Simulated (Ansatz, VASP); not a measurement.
PbSe in VASP and in Ansatz

```
Pb Se
1.0
     2.17386   -6.18799    0.00000
     2.17386    6.18799    0.00000
     0.00000    0.00000    4.48971
Pb Se
2 2
Direct
  0.63176 0.36824 0.75000
  0.36824 0.63176 0.25000
  0.86129 0.13871 0.75000
  0.13871 0.86129 0.25000
```

Alike in both runs: task single point; functional r2SCAN; k mesh 6 × 6 × 4; no spin polarisation.

|  | VASP | Ansatz |
| --- | --- | --- |
| version | VASP 6.6.1 | Ansatz 0.2.0 |
| potentials or method | VASP PAW PBE potentials, release 64 (Pb_d, Se), cutoff 520 eV | plane waves, PAW |
| occupations | gaussian, width 0.01 eV | fixed |
| valence electrons in the cell | 40 | 60 |

|  | VASP | Ansatz | Ansatz less VASP |
| --- | --- | --- | --- |
| pressure (GPa) | -1.3 | -1.3 | -0.02 |
| traceless stress, the component that is largest in VASP (GPa) | -0.07 | -0.10 | -0.027 |

VASP's potentials were made for PBE, not for r2SCAN. VASP's potentials hold 40 valence electrons a cell and Ansatz's 60, so a difference there can come from the potentials and not from the codes.

Neither program's run includes spin-orbit coupling.
